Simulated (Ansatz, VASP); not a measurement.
**ZnO: VASP beside Ansatz**

```
Zn O
1.0
     3.26628    0.00000    0.00000
    -1.63314    2.82868    0.00000
     0.00000    0.00000    6.86284
Zn O
2 2
Direct
  0.00000 0.00000 0.75000
  0.00000 0.00000 0.25000
  0.33333 0.66667 0.25000
  0.66667 0.33333 0.75000
```

Change from the starting cell: strain +0.1125 x Voigt [0, 0, 1, 0, 0, 0], atoms carried along.

Alike in both runs: task single point; functional PBE; dispersion D3(BJ); k mesh 12 × 12 × 6; occupations gaussian, width 0.05 eV; no spin polarisation.

|  | VASP | Ansatz |
| --- | --- | --- |
| version | VASP 6.6.1 | Ansatz 0.2.0 |
| potentials or method | VASP PAW PBE potentials, release 64 (Zn, O), cutoff 520 eV | scalar-relativistic, plane waves, PAW |
| valence electrons in the cell | 36 | 36 |

Ansatz gave:

- gap on the k mesh at the Fermi level (eV): 0.79
- least direct gap on the mesh (eV): 0.79
- pressure (GPa): -0.5
- traceless stress, the component that is largest in VASP (GPa): -0.90

What did VASP give for the same quantities?

gap on the k mesh at the Fermi level (eV): 0.79; least direct gap on the mesh (eV): 0.79; pressure (GPa): 0.3; traceless stress, the component that is largest in VASP (GPa): -1.84.
